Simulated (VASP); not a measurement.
# Al3GaN4 (P-43m) in VASP: a series of runs

Runs on Al3GaN4. Level: r2SCAN. Tasks: relaxation of cell and atoms.

Program: VASP 6.6.1. These are calculated values, not measurements. Logs are shortened: lines on timing, memory, paths and dates and some standing lists are left out, and cuts for length are marked.

## Step 1: The cell of the first run

Symmetry: P-43m, No. 215, cubic system. The conventional cell has a = 4.373 Å, b = 4.373 Å, c = 4.373 Å, α = 90.00°, β = 90.00°, γ = 90.00°. Within 2.5 Å of Al (site symmetry -42m) lie 4 N at 1.88 Å. Within 2.6 Å of Ga (site symmetry -43m) lie 4 N at 1.94 Å. N (site symmetry 3m) has 3 Al at 1.88 Å and 1 Ga at 1.94 Å within 2.5 Å.

## Step 2: Relaxation of cell and atoms, r2SCAN, target pressure 2 GPa, at which the enthalpy is minimised

File POSCAR:

```
Al3GaN4
1.0
    4.3731178858      0.0000000000      0.0000000000
    0.0000000000      4.3731178858      0.0000000000
    0.0000000000      0.0000000000      4.3731178858
Al Ga N
3 1 4
Direct
    0.5000000000      0.5000000000      0.0000000000
    0.5000000000      0.0000000000      0.5000000000
    0.0000000000      0.5000000000      0.5000000000
    0.0000000000      0.0000000000      0.0000000000
    0.7444581602      0.7444581602      0.2555418398
    0.7444581602      0.2555418398      0.7444581602
    0.2555418398      0.7444581602      0.7444581602
    0.2555418398      0.2555418398      0.2555418398
```

File INCAR.step1:

```
PREC = Accurate
ENCUT = 600
ISMEAR = 0
SIGMA = 0.02
LREAL = F
LASPH = T
NELM = 100
GGA = PE
ALGO = Normal
EDIFF = 1E-4
LWAVE = T
LCHARG = F
```

File INCAR.step2:

```
PREC = Accurate
ENCUT = 600
EDIFF = 1E-6
ISMEAR = 0
SIGMA = 0.02
LREAL = F
LASPH = T
NELM = 100
ALGO = Normal
ISIF = 3
LWAVE = F
LCHARG = F
METAGGA = R2SCAN
LMIXTAU = T
IBRION = 2
NSW = 70
EDIFFG = -0.008
PSTRESS = 20.0
ISTART = 1
```

File KPOINTS:

```
Automatic mesh
0
Gamma
  6 6 6
```

Potentials or basis: VASP PAW PBE potentials, release 64 (Al, Ga_d, N).

Run with:

```sh
cat potpaw_PBE.64/Al/POTCAR potpaw_PBE.64/Ga_d/POTCAR potpaw_PBE.64/N/POTCAR > POTCAR
cp INCAR.step1 INCAR
mpirun -np 1 vasp_std > vasp.out
cp INCAR.step2 INCAR
mpirun -np 1 vasp_std > vasp.out
```

OUTCAR:

```text
PREC = Accurate
   ENCUT = 600
   EDIFF = 1E-6
   ISMEAR = 0
   LREAL = F
   LASPH = T
   NELM = 100
   ISIF = 3
   METAGGA = R2SCAN
   IBRION = 2
   NSW = 70
   EDIFFG = -0.008
   PSTRESS = 20.0
   ISTART = 1

 ion  position               nearest neighbor table
   1  0.500  0.500  0.000-   5 1.88   6 1.88   7 1.88   8 1.88   3 3.09   4 3.09   2 3.09   2 3.09
                             3 3.09   2 3.09   4 3.09   2 3.09   3 3.09   4 3.09   3 3.09   4 3.09
   2  0.500  0.000  0.500-   5 1.88   6 1.88   7 1.88   8 1.88   3 3.09   4 3.09   1 3.09   1 3.09
                             4 3.09   1 3.09   3 3.09   1 3.09   3 3.09   4 3.09   4 3.09   3 3.09
   3  0.000  0.500  0.500-   5 1.88   6 1.88   7 1.88   8 1.88   2 3.09   4 3.09   1 3.09   1 3.09
                             4 3.09   2 3.09   4 3.09   4 3.09   1 3.09   2 3.09   1 3.09   2 3.09
   4  0.000  0.000  0.000-   5 1.94   6 1.94   7 1.94   8 1.94   2 3.09   3 3.09   1 3.09   2 3.09
                             3 3.09   1 3.09   3 3.09   3 3.09   1 3.09   2 3.09   2 3.09   1 3.09
   5  0.744  0.744  0.256-   1 1.88   2 1.88   3 1.88   4 1.94
   6  0.744  0.256  0.744-   1 1.88   2 1.88   3 1.88   4 1.94
   7  0.256  0.744  0.744-   1 1.88   2 1.88   3 1.88   4 1.94
   8  0.256  0.256  0.256-   1 1.88   2 1.88   3 1.88   4 1.94

  LATTYP: Found a simple cubic cell.
 ALAT       =     4.3731178858

  Lattice vectors:

 A1 = (   4.3731178858,   0.0000000000,   0.0000000000)
 A2 = (   0.0000000000,   4.3731178858,   0.0000000000)
 A3 = (   0.0000000000,   0.0000000000,   4.3731178858)

Analysis of symmetry for initial positions (statically):
=====================================================================
 Subroutine PRICEL returns:
 Original cell was already a primitive cell.

 Routine SETGRP: Setting up the symmetry group for a
 simple cubic supercell.

 Subroutine GETGRP returns: Found 24 space group operations
 (whereof 24 operations were pure point group operations)
 out of a pool of 48 trial point group operations.

The static configuration has the point symmetry T_d .

Analysis of symmetry for dynamics (positions and initial velocities):
=====================================================================
 Subroutine PRICEL returns:
 Original cell was already a primitive cell.

 Routine SETGRP: Setting up the symmetry group for a
 simple cubic supercell.

 Subroutine GETGRP returns: Found 24 space group operations
 (whereof 24 operations were pure point group operations)
 out of a pool of 48 trial point group operations.

The dynamic configuration has the point symmetry T_d .

 Subroutine INISYM returns: Found 24 space group operations
 (whereof 24 operations are pure point group operations),
 and found     1 'primitive' translations

----------------------------------------------------------------------------------------

                                     Primitive cell

  volume of cell :      83.6322

  direct lattice vectors                    reciprocal lattice vectors
     4.373117886  0.000000000  0.000000000     0.228669802  0.000000000  0.000000000
     0.000000000  4.373117886  0.000000000     0.000000000  0.228669802  0.000000000
     0.000000000  0.000000000  4.373117886     0.000000000  0.000000000  0.228669802

  length of vectors
     4.373117886  4.373117886  4.373117886     0.228669802  0.228669802  0.228669802

  position of ions in fractional coordinates (direct lattice)
     0.500000000  0.500000000  0.000000000
     0.500000000  0.000000000  0.500000000
     0.000000000  0.500000000  0.500000000
     0.000000000  0.000000000  0.000000000
     0.744458160  0.744458160  0.255541840
     0.744458160  0.255541840  0.744458160
     0.255541840  0.744458160  0.744458160
     0.255541840  0.255541840  0.255541840

  ion indices of the primitive-cell ions
   primitive index   ion index
                 1           1
                 2           2
                 3           3
                 4           4
                 5           5
                 6           6
                 7           7
                 8           8

----------------------------------------------------------------------------------------

 KPOINTS: Automatic mesh

Automatic generation of k-mesh.
 Grid dimensions read from file:
 generate k-points for:    6    6    6

 Generating k-lattice:

  Cartesian coordinates                     Fractional coordinates (reciprocal lattice)
     0.038111634  0.000000000  0.000000000     0.166666667  0.000000000  0.000000000
     0.000000000  0.038111634  0.000000000     0.000000000  0.166666667  0.000000000
     0.000000000  0.000000000  0.038111634     0.000000000  0.000000000  0.166666667

  Length of vectors
     0.038111634  0.038111634  0.038111634

  Shift w.r.t. Gamma in fractional coordinates (k-lattice)
     0.000000000  0.000000000  0.000000000

 Subroutine IBZKPT returns following result:
 ===========================================

 Found     20 irreducible k-points:

 Following reciprocal coordinates:
            Coordinates               Weight
  0.000000  0.000000  0.000000      1.000000
  0.166667  0.000000  0.000000      6.000000
  0.333333  0.000000  0.000000      6.000000
  0.500000  0.000000  0.000000      3.000000
  0.166667  0.166667  0.000000     12.000000
  0.333333  0.166667  0.000000     24.000000
[... 12 lines left out ...]
  0.500000  0.500000  0.333333      6.000000
  0.500000  0.500000  0.500000      1.000000
   k-points           NKPTS =     20   k-points in BZ     NKDIM =     20   number of bands    NBANDS=     26
   number of dos      NEDOS =    301   number of ions     NIONS =      8
   total plane-waves  NPLWV =  46656
   dimension x,y,z NGX =    36 NGY =   36 NGZ =   36
   dimension x,y,z NGXF=    72 NGYF=   72 NGZF=   72
   ions per type =               3   1   4
   NGX,Y,Z   is equivalent  to a cutoff of  13.69, 13.69, 13.69 a.u.
   NGXF,Y,Z  is equivalent  to a cutoff of  27.37, 27.37, 27.37 a.u.
 SYSTEM =  unknown system
   PREC   = accura    normal or accurate (medium, high low for compatibility)
   ISTART =      1    job   : 0-new  1-cont  2-samecut
   ICHARG =      0    charge: 1-file 2-atom 10-const
   ISPIN  =      1    spin polarized calculation?
   LNONCOLLINEAR =      F non collinear calculations
   LSORBIT =      F    spin-orbit coupling
   LASPH  =      T    aspherical Exc in radial PAW
   ENCUT  =  600.0 eV  44.10 Ry    6.64 a.u.   8.73  8.73  8.73*2*pi/ulx,y,z
   NELM   =    100;   NELMIN=  2; NELMDL=  0     # of ELM steps
   EDIFF  = 0.1E-05   stopping-criterion for ELM
   LREAL  =      F    real-space projection
   EDIFFG = -.8E-02   stopping-criterion for IOM
   NSW    =     70    number of steps for IOM
   IBRION =      2    ionic relax: 0-MD 1-quasi-New 2-CG
   NFREE  =      1    steps in history (QN), initial steepest desc. (CG)
   ISIF   =      3    stress and relaxation
   ISYM   =      2    0-nonsym 1-usesym 2-fastsym
   POTIM  = 0.5000    time-step for ionic-motion
   TEBEG  =    0.0;   TEEND  =   0.0 temperature during run
   PSTRESS=   20.0 pullay stress
   NELECT =      42.0000    total number of electrons
   NUPDOWN=      -1.0000    fix difference up-down
   EMIN   =  10.00;   EMAX   =-10.00  energy-range for DOS
   EFERMI =   0.00;   METHOD = LEGACY
   ISMEAR =     0;   SIGMA  =   0.02  broadening in eV -4-tet -1-fermi 0-gaus
   EFERMI_NEDOS =   21; number of points for ismear=-14 and -15
   IALGO  =     38    algorithm
   IMIX   =      4    mixing-type and parameters
     AMIX     =   0.40;   BMIX     =  1.00
     AMIX_MAG =   1.60;   BMIX_MAG =  1.00
  volume/ion in A,a.u.               =      10.45        70.55
  Fermi-wavevector in a.u.,A,eV,Ry     =   1.301268  2.459040 23.038723  1.693298
  Thomas-Fermi vector in A             =   2.432413
   LORBIT       =      0    0 simple, 1 ext, 2 COOP (PROOUT), +10 PAW based schemes
   METAGGA = R2SCAN    functional components
   LHFCALC =     F    Hartree Fock is set to
   AEXX    =    0.0000 exact exchange contribution
   IVDW    =     0    specifies the selected vdW correction
   LEPSILON=     F    determine dielectric tensor
   LRPA    =     F    only Hartree local field effects (RPA)
 conjugate gradient relaxation of ions
 non-spin polarized calculation
 Gauss-broadening in eV      SIGMA  =   0.02
  energy-cutoff  :      600.00
  volume of cell :       83.63
 maximum number of plane-waves:      2826
 NGX is ok and might be reduce to    36
   NGX = 17   NGY = 17   NGZ = 17

--------------------------------------- Ionic step        1  -------------------------------------------

 number of electron      42.0000005 magnetization

 Free energy of the ion-electron system (eV)
  ---------------------------------------------------
  ext. energy  EPLUGINS =         0.00000000
  ---------------------------------------------------
  free energy    TOTEN  =       -79.41427329 eV

  energy without entropy =      -79.41427329  energy(sigma->0) =      -79.41427329

------------------------ aborting loop because EDIFF is reached ----------------------------------------

  FORCE on cell =-STRESS in cart. coord.  units (eV):
  Direction    XX          YY          ZZ          XY          YZ          ZX
  --------------------------------------------------------------------------------------
  -------------------------------------------------------------------------------------
  Total        2.2021453      2.2021453      2.2021453     -0.0000000      0.0000000      0.0000000
  in kB       42.1874233     42.1874233     42.1874233     -0.0000000      0.0000000      0.0000000
  external PRESSURE =      22.1874233 kB  Pullay stress =      20.0000000 kB
[... 161 lines left out ...]
  enthalpy is  TOTEN    =       -78.3766653496 eV   P V=        1.0545643397

--------------------------------------- Ionic step        5  -------------------------------------------

 number of electron      41.9999999 magnetization

 Free energy of the ion-electron system (eV)
  ---------------------------------------------------
  ext. energy  EPLUGINS =         0.00000000
  ---------------------------------------------------
  free energy    TOTEN  =       -79.43104327 eV

  energy without entropy =      -79.43104327  energy(sigma->0) =      -79.43104327

 E-fermi :   5.7305     XC(G=0): -11.8002

 val. band max:        5.5771746356   @ k =   0.0000   0.0000   0.0000
 cond. band min:       9.5936246410   @ k =   0.0000   0.0000   0.0000
 fundamental gap:      4.0164500054
 Fermi energy:         5.7304977796

 k-point     1 :       0.0000    0.0000    0.0000
  band No.  band energies     occupation
      1     -10.4529      2.00000
      2      -8.4987      2.00000
      3      -8.4987      2.00000
      4      -8.4987      2.00000
      5      -7.3794      2.00000
      6      -7.3794      2.00000
[... 604 lines left out ...]
  FREE ENERGIE OF THE ION-ELECTRON SYSTEM (eV)
  ---------------------------------------------------
  free  energy   TOTEN  =       -79.4310432705 eV

  energy  without entropy=      -79.4310432705  energy(sigma->0) =      -79.43104327

  enthalpy is  TOTEN    =       -78.3767005157 eV   P V=        1.0543427548

 reached required accuracy - stopping structural energy minimisation
```

Wall time 6.1 min (1 thread of Intel Xeon Platinum 8488C (Sapphire Rapids), shared host); peak memory 0.26 GiB.

What came out:

| Item | Value |
| --- | --- |
| Free energy | -79.4310 eV |
| Relaxed volume | 10.56 Å³/atom |
| Relaxed cell | a = 4.388 Å, b = 4.388 Å, c = 4.388 Å, α = 90.00°, β = 90.00°, γ = 90.00° |
| Space group after relaxing (to 0.05 Å) | P-43m (No. 215) |
| Energy change on relaxing (the enthalpy is what falls) | -2.1 meV/atom |
| Ionic steps | 5 |
| Pressure after relaxing | 2.0 GPa |
| Band gap on the k mesh | 4.02 eV, direct |

Forces in eV/Å, atoms in the order of the input:
```
Al   0.000  0.000  0.000
Al   0.000  0.000  0.000
Al   0.000  0.000  0.000
Ga   0.000  0.000  0.000
N    0.001  0.001 -0.001
N    0.001 -0.001  0.001
N   -0.001  0.001  0.001
N   -0.001 -0.001 -0.001
```

Step by step:
```csv
step,energy change (eV),largest force (eV/Å),pressure (GPa),volume (Å³)
1,0.0000,0.0815,4.22,83.63
2,-0.0219,0.0274,-0.31,85.40
3,-0.0173,0.0267,1.88,84.51
4,-0.0170,0.0271,2.00,84.48
5,-0.0168,0.0024,2.03,84.46
```

Final structure:
```
CELL_PARAMETERS angstrom
4.38754 0.00000 0.00000
0.00000 4.38754 0.00000
0.00000 0.00000 4.38754
ATOMIC_POSITIONS crystal
Al 0.50000 0.50000 0.00000
Al 0.50000 0.00000 0.50000
Al 0.00000 0.50000 0.50000
Ga 0.00000 0.00000 0.00000
N 0.74406 0.74406 0.25594
N 0.74406 0.25594 0.74406
N 0.25594 0.74406 0.74406
N 0.25594 0.25594 0.25594
```

Caveat: the cell is relaxed towards a set pressure, so the enthalpy falls and the energy may rise; the PAW data sets were made with another functional, which shifts forces and pressure a little. r2SCAN opens gaps a little over a GGA but as a rule still falls short of measured ones.

(Part 1 of 2 ends here.)
